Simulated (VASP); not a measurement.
Input of a VASP 6.6.1 run:

Contents of POSCAR:

```
RbBr
1.0
    0.0000000000      3.8694967701      3.8694967701
    3.9437911081      0.0000000000      3.8694967701
    3.9437911081      3.8694967701      0.0000000000
Rb Br
1 1
Direct
    0.0000000000      0.0000000000      0.0000000000
    0.2500000000      0.2500000000      0.2500000000
```

Contents of INCAR.step1:

```
PREC     = Accurate       # precision mode
ENCUT    = 520            # plane-wave cutoff, eV
ISMEAR   = 0              # smearing method
SIGMA    = 0.01           # smearing width, eV
LREAL    = False          # projectors in reciprocal space
LASPH    = True           # aspherical terms in the spheres
NELM     = 60             # most SCF steps
NBANDS   = 15             # bands
GGA      = PE             # functional
ALGO     = Normal         # electronic algorithm
EDIFF    = 1E-4           # SCF threshold, eV
LWAVE    = True           # write WAVECAR
LCHARG   = False          # write CHGCAR
```

Contents of INCAR.step2:

```
PREC     = Accurate       # precision mode
ENCUT    = 520            # plane-wave cutoff, eV
EDIFF    = 1E-6           # SCF threshold, eV
ISMEAR   = 0              # smearing method
SIGMA    = 0.01           # smearing width, eV
LREAL    = False          # projectors in reciprocal space
LASPH    = True           # aspherical terms in the spheres
NELM     = 60             # most SCF steps
ALGO     = Normal         # electronic algorithm
ISIF     = 2              # what is computed and relaxed
LWAVE    = False          # write WAVECAR
LCHARG   = True           # write CHGCAR
METAGGA  = R2SCAN         # meta-GGA
LMIXTAU  = True         
LELF     = True           # ELF
LVHAR    = True         
NBANDS   = 15             # bands
ISTART   = 1
```

Contents of KPOINTS:

```
regular mesh
0
Gamma
  6 6 6
```

Potentials or basis: VASP PAW PBE potentials, release 64 (Rb_sv, Br).

The run is started by

```sh
$ cat potpaw_PBE.64/Rb_sv/POTCAR potpaw_PBE.64/Br/POTCAR > POTCAR
$ cp INCAR.step1 INCAR
$ mpirun -np 1 vasp_std > vasp.out
$ cp INCAR.step2 INCAR
$ mpirun -np 1 vasp_std > vasp.out
```

Q: What does it give for the band gap on the k mesh?

A: 4.62 eV (least direct gap 4.70 eV).

Q: Estimate the pressure.

A: -0.2 GPa.

Caveat: the cell differs from its parent crystal (uniaxial x strain +1.9%); the PAW data sets were made with another functional, which shifts forces and pressure a little. A k mesh can miss the band edges.
